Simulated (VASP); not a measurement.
# MgSn2Se3 (P-3m1) in VASP: single point with PBEsol

Aim: the single point of MgSn2Se3 with PBEsol.

Program: VASP 6.6.1. These are calculated values, not measurements. Logs are shortened: lines on timing, memory, paths and dates and some standing lists are left out, and cuts for length are marked.

### 1 The cell of the first run

It takes space group P-3m1 (No. 164, trigonal). Conventional cell: a = 4.101 Å, b = 4.101 Å, c = 10.112 Å, α = 90.00°, β = 90.00°, γ = 120.00°. Within 3.7 Å of Mg (site symmetry -3m) lie 6 Se at 2.78 Å. Within 3.9 Å of Sn (site symmetry 3m) lie 6 Se at 2.95 to 2.99 Å. Within 3.7 Å of Se (site symmetry 3m) lie 3 Mg at 2.78 Å and 3 Sn at 2.99 Å. Se (site symmetry -3m) has 6 Sn at 2.95 Å within 3.9 Å.

### 2 Single point, PBEsol

The input, INCAR:

```
PREC     = Accurate       # precision mode
ENCUT    = 520            # plane-wave cutoff, eV
EDIFF    = 1E-6           # SCF threshold, eV
ISMEAR   = -1             # smearing method
SIGMA    = 0.03           # smearing width, eV
LREAL    = F              # projectors in reciprocal space
LASPH    = T              # aspherical terms in the spheres
NELM     = 80             # most SCF steps
ALGO     = Normal         # electronic algorithm
ISIF     = 2              # what is computed and relaxed
LWAVE    = F              # write WAVECAR
LCHARG   = F              # write CHGCAR
GGA      = PS             # functional
NBANDS   = 33             # bands
```

The input, KPOINTS:

```
Automatic mesh
0
Gamma
  6 6 2
```

The input, POSCAR:

```
MgSn2Se3
1.0
    4.1014895811     -0.0000000028      0.0000000000
   -2.0507447881      3.5519941719      0.0000000000
    0.0000000000      0.0000000000     10.1123242510
Mg Sn Se
1 2 3
Direct
    0.0000000000      0.0000000000      0.0000000000
    0.3333333333      0.6666666667      0.6743233592
    0.6666666667      0.3333333333      0.3256766408
    0.3333333333      0.6666666667      0.1446437395
    0.6666666667      0.3333333333      0.8553562605
    0.0000000000      0.0000000000      0.5000000000
```

Potentials or basis: VASP PAW PBE potentials, release 64 (Mg, Sn_d, Se).

Run with:

```
$ cat potpaw_PBE.64/Mg/POTCAR potpaw_PBE.64/Sn_d/POTCAR potpaw_PBE.64/Se/POTCAR > POTCAR
$ mpirun -np 1 vasp_std > vasp.out
```

OUTCAR:

```text
PREC = Accurate
   ENCUT = 520
   EDIFF = 1E-6
   ISMEAR = -1
   LREAL = F
   LASPH = T
   NELM = 80
   ISIF = 2
   GGA = PS

 ion  position               nearest neighbor table
   1  0.000  0.000  0.000-   4 2.78   5 2.78   4 2.78   5 2.78   5 2.78   4 2.78
   2  0.333  0.667  0.674-   6 2.95   6 2.95   6 2.95   5 2.99   5 2.99   5 2.99
   3  0.667  0.333  0.326-   6 2.95   6 2.95   6 2.95   4 2.99   4 2.99   4 2.99
   4  0.333  0.667  0.145-   1 2.78   1 2.78   1 2.78   3 2.99   3 2.99   3 2.99
   5  0.667  0.333  0.855-   1 2.78   1 2.78   1 2.78   2 2.99   2 2.99   2 2.99
   6  0.000  0.000  0.500-   2 2.95   3 2.95   2 2.95   3 2.95   3 2.95   2 2.95

  LATTYP: Found a hexagonal cell.
 ALAT       =     4.1014895811
 C/A-ratio  =     2.4655247931

  Lattice vectors:

 A1 = (   4.1014895811,  -0.0000000028,   0.0000000000)
 A2 = (  -2.0507447881,   3.5519941719,   0.0000000000)
 A3 = (   0.0000000000,   0.0000000000,  10.1123242510)

Analysis of symmetry for initial positions (statically):
=====================================================================
 Subroutine PRICEL returns:
 Original cell was already a primitive cell.

 Routine SETGRP: Setting up the symmetry group for a
 hexagonal supercell.

 Subroutine GETGRP returns: Found 12 space group operations
 (whereof 12 operations were pure point group operations)
 out of a pool of 24 trial point group operations.

The static configuration has the point symmetry D_3d.

Analysis of symmetry for dynamics (positions and initial velocities):
=====================================================================
 Subroutine PRICEL returns:
 Original cell was already a primitive cell.

 Routine SETGRP: Setting up the symmetry group for a
 hexagonal supercell.

 Subroutine GETGRP returns: Found 12 space group operations
 (whereof 12 operations were pure point group operations)
 out of a pool of 24 trial point group operations.

The dynamic configuration has the point symmetry D_3d.

 Subroutine INISYM returns: Found 12 space group operations
 (whereof 12 operations are pure point group operations),
 and found     1 'primitive' translations

----------------------------------------------------------------------------------------

                                     Primitive cell

  volume of cell :     147.3211

  direct lattice vectors                    reciprocal lattice vectors
     4.101489581 -0.000000003  0.000000000     0.243813859  0.140765997  0.000000000
    -2.050744788  3.551994172  0.000000000     0.000000000  0.281531994  0.000000000
     0.000000000  0.000000000 10.112324251     0.000000000  0.000000000  0.098889234

  length of vectors
     4.101489581  4.101489581 10.112324251     0.281531994  0.281531994  0.098889234

  position of ions in fractional coordinates (direct lattice)
     0.000000000  0.000000000  0.000000000
     0.333333333  0.666666667  0.674323359
     0.666666667  0.333333333  0.325676641
     0.333333333  0.666666667  0.144643739
     0.666666667  0.333333333  0.855356261
     0.000000000  0.000000000  0.500000000

  ion indices of the primitive-cell ions
   primitive index   ion index
                 1           1
                 2           2
                 3           3
                 4           4
                 5           5
                 6           6

----------------------------------------------------------------------------------------

 KPOINTS: Automatic mesh

Automatic generation of k-mesh.
 Grid dimensions read from file:
 generate k-points for:    6    6    2

 Generating k-lattice:

  Cartesian coordinates                     Fractional coordinates (reciprocal lattice)
     0.040635643  0.023460999  0.000000000     0.166666667  0.000000000  0.000000000
     0.000000000  0.046921999  0.000000000     0.000000000  0.166666667  0.000000000
     0.000000000  0.000000000  0.049444617     0.000000000  0.000000000  0.500000000

  Length of vectors
     0.046921999  0.046921999  0.049444617

  Shift w.r.t. Gamma in fractional coordinates (k-lattice)
     0.000000000  0.000000000  0.000000000

 Subroutine IBZKPT returns following result:
 ===========================================

 Found     14 irreducible k-points:

 Following reciprocal coordinates:
            Coordinates               Weight
  0.000000  0.000000  0.000000      1.000000
  0.166667  0.000000  0.000000      6.000000
  0.333333 -0.000000  0.000000      6.000000
  0.500000  0.000000  0.000000      3.000000
  0.166667  0.166667  0.000000      6.000000
  0.333333  0.166667  0.000000     12.000000
  0.333333  0.333333  0.000000      2.000000
  0.000000  0.000000  0.500000      1.000000
  0.166667  0.000000  0.500000      6.000000
  0.333333 -0.000000  0.500000      6.000000
  0.500000  0.000000  0.500000      3.000000
  0.166667  0.166667  0.500000      6.000000
  0.333333  0.166667  0.500000     12.000000
  0.333333  0.333333  0.500000      2.000000
   k-points           NKPTS =     14   k-points in BZ     NKDIM =     14   number of bands    NBANDS=     33
   number of dos      NEDOS =    301   number of ions     NIONS =      6
   total plane-waves  NPLWV =  81920
   dimension x,y,z NGX =    32 NGY =   32 NGZ =   80
   dimension x,y,z NGXF=    64 NGYF=   64 NGZF=  160
   ions per type =               1   2   3
   NGX,Y,Z   is equivalent  to a cutoff of  12.97, 12.97, 13.15 a.u.
   NGXF,Y,Z  is equivalent  to a cutoff of  25.94, 25.94, 26.30 a.u.
 SYSTEM =  unknown system
   PREC   = accura    normal or accurate (medium, high low for compatibility)
   ISTART =      0    job   : 0-new  1-cont  2-samecut
   ICHARG =      2    charge: 1-file 2-atom 10-const
   ISPIN  =      1    spin polarized calculation?
   LNONCOLLINEAR =      F non collinear calculations
   LSORBIT =      F    spin-orbit coupling
   LASPH  =      T    aspherical Exc in radial PAW
   ENCUT  =  520.0 eV  38.22 Ry    6.18 a.u.   7.63  7.63 18.80*2*pi/ulx,y,z
   NELM   =     80;   NELMIN=  2; NELMDL= -5     # of ELM steps
   EDIFF  = 0.1E-05   stopping-criterion for ELM
   LREAL  =      F    real-space projection
   EDIFFG = 0.1E-04   stopping-criterion for IOM
   NSW    =      0    number of steps for IOM
   IBRION =     -1    ionic relax: 0-MD 1-quasi-New 2-CG
   NFREE  =      0    steps in history (QN), initial steepest desc. (CG)
   ISIF   =      2    stress and relaxation
   ISYM   =      2    0-nonsym 1-usesym 2-fastsym
   POTIM  = 0.5000    time-step for ionic-motion
   TEBEG  =    0.0;   TEEND  =   0.0 temperature during run
   PSTRESS=    0.0 pullay stress
   NELECT =      48.0000    total number of electrons
   NUPDOWN=      -1.0000    fix difference up-down
   EMIN   =  10.00;   EMAX   =-10.00  energy-range for DOS
   EFERMI =   0.00;   METHOD = LEGACY
   ISMEAR =    -1;   SIGMA  =   0.03  broadening in eV -4-tet -1-fermi 0-gaus
   EFERMI_NEDOS =   21; number of points for ismear=-14 and -15
   IALGO  =     38    algorithm
   IMIX   =      4    mixing-type and parameters
     AMIX     =   0.40;   BMIX     =  1.00
     AMIX_MAG =   1.60;   BMIX_MAG =  1.00
  volume/ion in A,a.u.               =      24.55       165.70
  Fermi-wavevector in a.u.,A,eV,Ry     =   1.126506  2.128788 17.266017  1.269016
  Thomas-Fermi vector in A             =   2.263188
   LORBIT       =      0    0 simple, 1 ext, 2 COOP (PROOUT), +10 PAW based schemes
   GGA     = PS    functional components
   LHFCALC =     F    Hartree Fock is set to
   AEXX    =    0.0000 exact exchange contribution
   IVDW    =     0    specifies the selected vdW correction
   LEPSILON=     F    determine dielectric tensor
   LRPA    =     F    only Hartree local field effects (RPA)
 non-spin polarized calculation
  energy-cutoff  :      520.00
  volume of cell :      147.32
 maximum number of plane-waves:      4027
 NGX is ok and might be reduce to    32
   NGX = 15   NGY = 15   NGZ = 37

 number of electron      48.0000010 magnetization

 Free energy of the ion-electron system (eV)
  ---------------------------------------------------
  ext. energy  EPLUGINS =         0.00000000
  ---------------------------------------------------
  free energy    TOTEN  =       -25.79279874 eV

  energy without entropy =      -25.79075449  energy(sigma->0) =      -25.79177661

 E-fermi :   5.7026     XC(G=0):  -9.8042

 val. band max:        5.0650776677   @ k =   0.1667   0.0000   0.5000
 cond. band min:       5.7344944039   @ k =   0.5000   0.0000   0.5000
 fundamental gap:      0.6694167363
 Fermi energy:         5.7026452720

 k-point     1 :       0.0000    0.0000    0.0000
  band No.  band energies     occupation
      1     -16.2182      2.00000
      2     -16.2182      2.00000
      3     -16.2141      2.00000
      4     -16.2141      2.00000
      5     -16.2091      2.00000
      6     -16.2068      2.00000
[... 25 lines left out ...]
     32      10.9807      0.00000
     33      11.2578      0.00000

 k-point     2 :       0.1667    0.0000    0.0000
  band No.  band energies     occupation
      1     -16.2226      2.00000
      2     -16.2165      2.00000
      3     -16.2137      2.00000
      4     -16.2095      2.00000
      5     -16.2083      2.00000
      6     -16.2058      2.00000
[... 25 lines left out ...]
     32      10.1520      0.00000
     33      10.8823      0.00000

 k-point     3 :       0.3333   -0.0000    0.0000
  band No.  band energies     occupation
      1     -16.2336      2.00000
      2     -16.2232      2.00000
      3     -16.2130      2.00000
      4     -16.2109      2.00000
      5     -16.2060      2.00000
      6     -16.2039      2.00000
[... 25 lines left out ...]
     32      10.6555      0.00000
     33      10.8442      0.00000

 k-point     4 :       0.5000    0.0000    0.0000
  band No.  band energies     occupation
      1     -16.2398      2.00000
      2     -16.2268      2.00000
      3     -16.2151      2.00000
      4     -16.2117      2.00000
      5     -16.2079      2.00000
      6     -16.2026      2.00000
[... 25 lines left out ...]
     32      11.1183      0.00000
     33      11.4411      0.00000

 k-point     5 :       0.1667    0.1667    0.0000
  band No.  band energies     occupation
      1     -16.2280      2.00000
      2     -16.2199      2.00000
      3     -16.2103      2.00000
      4     -16.2098      2.00000
      5     -16.2087      2.00000
      6     -16.2071      2.00000
[... 244 lines left out ...]
 k-point    12 :       0.1667    0.1667    0.5000
  band No.  band energies     occupation
      1     -16.2279      2.00000
      2     -16.2199      2.00000
      3     -16.2102      2.00000
      4     -16.2098      2.00000
      5     -16.2087      2.00000
      6     -16.2071      2.00000
[... 25 lines left out ...]
     32      10.3223      0.00000
     33      10.6482      0.00000

 k-point    13 :       0.3333    0.1667    0.5000
  band No.  band energies     occupation
      1     -16.2345      2.00000
      2     -16.2226      2.00000
      3     -16.2143      2.00000
      4     -16.2107      2.00000
      5     -16.2071      2.00000
      6     -16.2044      2.00000
[... 25 lines left out ...]
     32      10.4733      0.00000
     33      11.0812      0.00000

 k-point    14 :       0.3333    0.3333    0.5000
  band No.  band energies     occupation
      1     -16.2308      2.00000
      2     -16.2190      2.00000
      3     -16.2190      2.00000
      4     -16.2105      2.00000
      5     -16.2015      2.00000
      6     -16.2015      2.00000
[... 25 lines left out ...]
     32      11.5532      0.00000
     33      11.6965      0.00000

------------------------ aborting loop because EDIFF is reached ----------------------------------------

  FORCE on cell =-STRESS in cart. coord.  units (eV):
  Direction    XX          YY          ZZ          XY          YZ          ZX
  --------------------------------------------------------------------------------------
  -------------------------------------------------------------------------------------
  Total       -0.0202527     -0.0202527      0.0088967     -0.0000000      0.0000000     -0.0000000
  in kB       -0.2202568     -0.2202568      0.0967556     -0.0000000      0.0000000     -0.0000000
  external PRESSURE =      -0.1145860 kB  Pullay stress =       0.0000000 kB

 VOLUME and BASIS-vectors are now :
 -----------------------------------------------------------------------------
  energy-cutoff  :      520.00
  volume of cell :      147.32
      direct lattice vectors                 reciprocal lattice vectors
     4.101489581 -0.000000003  0.000000000     0.243813859  0.140765997  0.000000000
    -2.050744788  3.551994172  0.000000000     0.000000000  0.281531994  0.000000000
     0.000000000  0.000000000 10.112324251     0.000000000  0.000000000  0.098889234

 POSITION                                       TOTAL-FORCE (eV/Angst)
 -----------------------------------------------------------------------------------
      0.00000      0.00000      0.00000         0.000000      0.000000      0.000000
      0.00000      2.36800      6.81898        -0.000000     -0.000000      0.002067
      2.05074      1.18400      3.29335         0.000000      0.000000     -0.002067
      0.00000      2.36800      1.46268         0.000000      0.000000     -0.011304
      2.05074      1.18400      8.64964        -0.000000      0.000000      0.011304
      0.00000      0.00000      5.05616         0.000000      0.000000      0.000000
 -----------------------------------------------------------------------------------
    total drift:                               -0.000000      0.000000     -0.000000

  FREE ENERGIE OF THE ION-ELECTRON SYSTEM (eV)
  ---------------------------------------------------
  free  energy   TOTEN  =       -25.7927987387 eV

  energy  without entropy=      -25.7907544861  energy(sigma->0) =      -25.79177661
```

Wall time 66 s (1 thread of AMD EPYC 7R43 (Zen 3), shared host); peak memory 0.26 GiB.

What came out:

```
Free energy            : -25.7928 eV
Pressure               : 0.0 GPa
Largest force          : 0.011 eV/Å
Band gap on the k mesh : zero (band 24 reaches 5.75 eV, above the bottom of band 25 at 5.73 eV)
```

Forces on the atoms (eV/Å):
```
Mg   0.000  0.000  0.000
Sn   0.000  0.000  0.002
Sn   0.000  0.000 -0.002
Se   0.000  0.000 -0.011
Se   0.000  0.000  0.011
Se   0.000  0.000  0.000
```

Caveat: the PAW data sets were made with another functional, which shifts forces and pressure a little; spin-orbit coupling is left out, which moves the levels of the heavy elements.
